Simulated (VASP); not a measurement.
# Ba (I4_1/amd) in VASP: further runs, part 2 of 2

VASP 6.6.1. The steps go on from the part before.

### 3 Single point, PBEsol (Sr replaced by Ba, lengths x 1.062, strained)

The input, INCAR:

```
PREC = Accurate
ENCUT = 500
EDIFF = 1E-6
ISMEAR = 0
SIGMA = 0.1
LREAL = F
LASPH = T
NELM = 120
ALGO = Normal
ISIF = 2
LWAVE = F
LCHARG = F
GGA = PS
NBANDS = 17
GGA_COMPAT = F
```

The input, KPOINTS:

```
regular mesh
0
Gamma
  12 12 12
```

The input, POSCAR:

```
Ba
1.0
   -3.8448152776      3.8448152776      2.0320124289
    3.8448152776     -3.8448152776      2.0320124289
    3.8448152776      3.8448152776     -2.0320124289
Ba
2
Direct
    0.7500000000      0.2500000000      0.5000000000
    0.0000000000      0.0000000000      0.0000000000
```

Potentials or basis: VASP PAW PBE potentials, release 64 (Ba_sv).

Command:

```sh
$ cat potpaw_PBE.64/Ba_sv/POTCAR > POTCAR
$ mpirun -np 1 vasp_std > vasp.out
```

OUTCAR:

```text
PREC = Accurate
   ENCUT = 500
   EDIFF = 1E-6
   ISMEAR = 0
   LREAL = F
   LASPH = T
   NELM = 120
   ISIF = 2
   GGA = PS

 ion  position               nearest neighbor table
   1  0.750  0.250  0.500-   2 3.98   2 3.98   2 3.98   2 3.98
   2  0.000  0.000  0.000-   1 3.98   1 3.98   1 3.98   1 3.98

  LATTYP: Found a body centered tetragonal cell.
 ALAT       =     7.6896305552
 C/A-ratio  =     0.5285071667

  Lattice vectors:

 A1 = (  -3.8448152776,   3.8448152776,   2.0320124289)
 A2 = (   3.8448152776,  -3.8448152776,   2.0320124289)
 A3 = (   3.8448152776,   3.8448152776,  -2.0320124289)

Analysis of symmetry for initial positions (statically):
=====================================================================
 Subroutine PRICEL returns:
 Original cell was already a primitive cell.

 Routine SETGRP: Setting up the symmetry group for a
 body centered tetragonal supercell.

 Subroutine GETGRP returns: Found 16 space group operations
 (whereof  8 operations were pure point group operations)
 out of a pool of 16 trial point group operations.

The static configuration has the point symmetry D_2d.
 The point group associated with its full space group is D_4h.

Analysis of symmetry for dynamics (positions and initial velocities):
=====================================================================
 Subroutine PRICEL returns:
 Original cell was already a primitive cell.

 Routine SETGRP: Setting up the symmetry group for a
 body centered tetragonal supercell.

 Subroutine GETGRP returns: Found 16 space group operations
 (whereof  8 operations were pure point group operations)
 out of a pool of 16 trial point group operations.

The dynamic configuration has the point symmetry D_2d.
 The point group associated with its full space group is D_4h.

 Subroutine INISYM returns: Found 16 space group operations
 (whereof  8 operations are pure point group operations),
 and found     1 'primitive' translations

----------------------------------------------------------------------------------------

                                     Primitive cell

  volume of cell :     120.1537

  direct lattice vectors                    reciprocal lattice vectors
    -3.844815278  3.844815278  2.032012429     0.000000000  0.130045259  0.246061487
     3.844815278 -3.844815278  2.032012429     0.130045259  0.000000000  0.246061487
     3.844815278  3.844815278 -2.032012429     0.130045259  0.130045259  0.000000000

  length of vectors
     5.804677730  5.804677730  5.804677730     0.278312818  0.278312818  0.183911770

  position of ions in fractional coordinates (direct lattice)
     0.750000000  0.250000000  0.500000000
     0.000000000  0.000000000  0.000000000

  ion indices of the primitive-cell ions
   primitive index   ion index
                 1           1
                 2           2

----------------------------------------------------------------------------------------

 KPOINTS: regular mesh

Automatic generation of k-mesh.
 Grid dimensions read from file:
 generate k-points for:   12   12   12

 Generating k-lattice:

  Cartesian coordinates                     Fractional coordinates (reciprocal lattice)
     0.000000000  0.010837105  0.020505124     0.083333333  0.000000000  0.000000000
     0.010837105  0.000000000  0.020505124     0.000000000  0.083333333  0.000000000
     0.010837105  0.010837105  0.000000000     0.000000000  0.000000000  0.083333333

  Length of vectors
     0.023192735  0.023192735  0.015325981

  Shift w.r.t. Gamma in fractional coordinates (k-lattice)
     0.000000000  0.000000000  0.000000000

 Subroutine IBZKPT returns following result:
 ===========================================

 Found    163 irreducible k-points:

 Following reciprocal coordinates:
            Coordinates               Weight
  0.000000  0.000000  0.000000      1.000000
  0.083333  0.000000 -0.000000      8.000000
  0.166667 -0.000000  0.000000      8.000000
  0.250000  0.000000  0.000000      8.000000
  0.333333 -0.000000  0.000000      8.000000
  0.416667  0.000000  0.000000      8.000000
[... 16 lines left out ...]
  0.500000  0.166667  0.000000     16.000000
 -0.416667  0.166667  0.000000     16.000000
 [... further k-points ...]
   k-points           NKPTS =    163   k-points in BZ     NKDIM =    163   number of bands    NBANDS=     17
   number of dos      NEDOS =    301   number of ions     NIONS =      2
   total plane-waves  NPLWV =  74088
   dimension x,y,z NGX =    42 NGY =   42 NGZ =   42
   dimension x,y,z NGXF=    84 NGYF=   84 NGZF=   84
   ions per type =               2
   NGX,Y,Z   is equivalent  to a cutoff of  12.03, 12.03, 12.03 a.u.
   NGXF,Y,Z  is equivalent  to a cutoff of  24.06, 24.06, 24.06 a.u.
 SYSTEM =  unknown system
   PREC   = accura    normal or accurate (medium, high low for compatibility)
   ISTART =      0    job   : 0-new  1-cont  2-samecut
   ICHARG =      2    charge: 1-file 2-atom 10-const
   ISPIN  =      1    spin polarized calculation?
   LNONCOLLINEAR =      F non collinear calculations
   LSORBIT =      F    spin-orbit coupling
   LASPH  =      T    aspherical Exc in radial PAW
   ENCUT  =  500.0 eV  36.75 Ry    6.06 a.u.  10.58 10.58 10.58*2*pi/ulx,y,z
   NELM   =    120;   NELMIN=  2; NELMDL= -5     # of ELM steps
   EDIFF  = 0.1E-05   stopping-criterion for ELM
   LREAL  =      F    real-space projection
   EDIFFG = 0.1E-04   stopping-criterion for IOM
   NSW    =      0    number of steps for IOM
   IBRION =     -1    ionic relax: 0-MD 1-quasi-New 2-CG
   NFREE  =      0    steps in history (QN), initial steepest desc. (CG)
   ISIF   =      2    stress and relaxation
   ISYM   =      2    0-nonsym 1-usesym 2-fastsym
   POTIM  = 0.5000    time-step for ionic-motion
   TEBEG  =    0.0;   TEEND  =   0.0 temperature during run
   PSTRESS=    0.0 pullay stress
   NELECT =      20.0000    total number of electrons
   NUPDOWN=      -1.0000    fix difference up-down
   EMIN   =  10.00;   EMAX   =-10.00  energy-range for DOS
   EFERMI =   0.00;   METHOD = LEGACY
   ISMEAR =     0;   SIGMA  =   0.10  broadening in eV -4-tet -1-fermi 0-gaus
   EFERMI_NEDOS =   21; number of points for ismear=-14 and -15
   IALGO  =     38    algorithm
   IMIX   =      4    mixing-type and parameters
     AMIX     =   0.40;   BMIX     =  1.00
     AMIX_MAG =   1.60;   BMIX_MAG =  1.00
  volume/ion in A,a.u.               =      60.08       405.42
  Fermi-wavevector in a.u.,A,eV,Ry     =   0.900546  1.701784 11.034086  0.810982
  Thomas-Fermi vector in A             =   2.023517
   LORBIT       =      0    0 simple, 1 ext, 2 COOP (PROOUT), +10 PAW based schemes
   GGA     = PS    functional components
   LHFCALC =     F    Hartree Fock is set to
   AEXX    =    0.0000 exact exchange contribution
   IVDW    =     0    specifies the selected vdW correction
   LEPSILON=     F    determine dielectric tensor
   LRPA    =     F    only Hartree local field effects (RPA)
 non-spin polarized calculation
 Gauss-broadening in eV      SIGMA  =   0.10
  energy-cutoff  :      500.00
  volume of cell :      120.15
 maximum number of plane-waves:      3070
   NGX = 21   NGY = 21   NGZ = 21

 number of electron      20.0000002 magnetization

 Free energy of the ion-electron system (eV)
  ---------------------------------------------------
  ext. energy  EPLUGINS =         0.00000000
  ---------------------------------------------------
  free energy    TOTEN  =        -3.95488978 eV

  energy without entropy =       -3.94860595  energy(sigma->0) =       -3.95174787

 E-fermi :   1.6158     XC(G=0):  -7.6516

 val. band max:        1.6107454022   @ k =   0.3333   0.1667   0.1667
 cond. band min:       1.6239393107   @ k =  -0.1667  -0.1667   0.1667
 fundamental gap:      0.0131939085
 Fermi energy:         1.6158294906

 k-point     1 :       0.0000    0.0000    0.0000
  band No.  band energies     occupation
      1     -27.3205      2.00000
      2     -27.2050      2.00000
      3     -12.7271      2.00000
      4     -12.7271      2.00000
      5     -12.1633      2.00000
      6     -12.1569      2.00000
[... 9 lines left out ...]
     16       4.9251      0.00000
     17       4.9252      0.00000

 k-point     2 :       0.0833    0.0000   -0.0000
  band No.  band energies     occupation
      1     -27.3160      2.00000
      2     -27.2039      2.00000
      3     -12.7230      2.00000
      4     -12.7117      2.00000
      5     -12.2091      2.00000
      6     -12.1992      2.00000
[... 9 lines left out ...]
     16       5.1768      0.00000
     17       5.2545      0.00000
[... 421 lines left out ...]
 k-point    24 :      -0.4167    0.1667    0.0000
  band No.  band energies     occupation
      1     -27.2708      2.00000
      2     -27.2120      2.00000
      3     -12.6864      2.00000
      4     -12.5561      2.00000
      5     -12.5067      2.00000
      6     -12.3726      2.00000
[... 9 lines left out ...]
     16       4.1442      0.00000
     17       4.7035      0.00000

 [... further k-points ...]
[... 5 lines left out ...]
  --------------------------------------------------------------------------------------
  -------------------------------------------------------------------------------------
  Total       -0.6251582     -0.6251582     -0.1846731      0.0000000      0.0000000      0.0000000
  in kB       -8.3361053     -8.3361053     -2.4625038      0.0000000      0.0000000      0.0000000
  external PRESSURE =      -6.3782382 kB  Pullay stress =       0.0000000 kB

 VOLUME and BASIS-vectors are now :
 -----------------------------------------------------------------------------
  energy-cutoff  :      500.00
  volume of cell :      120.15
      direct lattice vectors                 reciprocal lattice vectors
    -3.844815278  3.844815278  2.032012429     0.000000000  0.130045259  0.246061487
     3.844815278 -3.844815278  2.032012429     0.130045259  0.000000000  0.246061487
     3.844815278  3.844815278 -2.032012429     0.130045259  0.130045259  0.000000000

 POSITION                                       TOTAL-FORCE (eV/Angst)
 -----------------------------------------------------------------------------------
      0.00000      3.84482      1.01601        -0.000000     -0.000000     -0.000000
      0.00000      0.00000      0.00000         0.000000      0.000000      0.000000
 -----------------------------------------------------------------------------------
    total drift:                               -0.000000     -0.000000      0.000000

  FREE ENERGIE OF THE ION-ELECTRON SYSTEM (eV)
  ---------------------------------------------------
  free  energy   TOTEN  =        -3.9548897837 eV

  energy  without entropy=       -3.9486059486  energy(sigma->0) =       -3.95174787
```

OSZICAR:

```text
N       E                     dE             d eps       ncg     rms          rms(c)
DAV:   1     0.136871833630E+03    0.13687E+03   -0.80578E+03  5542   0.945E+02
DAV:   2     0.488888703439E+01   -0.13198E+03   -0.12879E+03  8330   0.185E+02
DAV:   3    -0.370610377480E+01   -0.85950E+01   -0.85165E+01  7435   0.494E+01
DAV:   4    -0.395869207889E+01   -0.25259E+00   -0.25248E+00  8387   0.703E+00
DAV:   5    -0.396071226398E+01   -0.20202E-02   -0.20201E-02  7664   0.651E-01    0.265E+00
DAV:   6    -0.395635858080E+01    0.43537E-02   -0.10925E-02  7289   0.818E-01    0.155E+00
DAV:   7    -0.395457994079E+01    0.17786E-02   -0.21998E-02  8282   0.112E+00    0.772E-02
DAV:   8    -0.395488714662E+01   -0.30721E-03   -0.64861E-04  7948   0.161E-01    0.120E-02
DAV:   9    -0.395489253880E+01   -0.53922E-05   -0.90008E-06  6960   0.176E-02    0.437E-03
DAV:  10    -0.395489000419E+01    0.25346E-05   -0.16274E-06  6477   0.646E-03    0.127E-03
DAV:  11    -0.395488978373E+01    0.22046E-06   -0.78169E-08  4157   0.219E-03
   1 F= -.39548898E+01 E0= -.39517479E+01  d E =-.628384E-02
```

It took 2.7 min on 1 thread of AMD EPYC 9R45 (Zen 5), shared host; peak memory 0.41 GiB.

Results:

```
Free energy            : -3.9549 eV
Pressure               : -0.6 GPa
Band gap on the k mesh : zero (band 10 reaches 1.74 eV, above the bottom of band 11 at 1.47 eV)
```

Caveat: the cell differs from its parent crystal (Sr replaced by Ba, lengths x 1.062, strained); the PAW data sets were made with another functional, which shifts forces and pressure a little; spin-orbit coupling is left out, which moves the levels of the heavy elements.
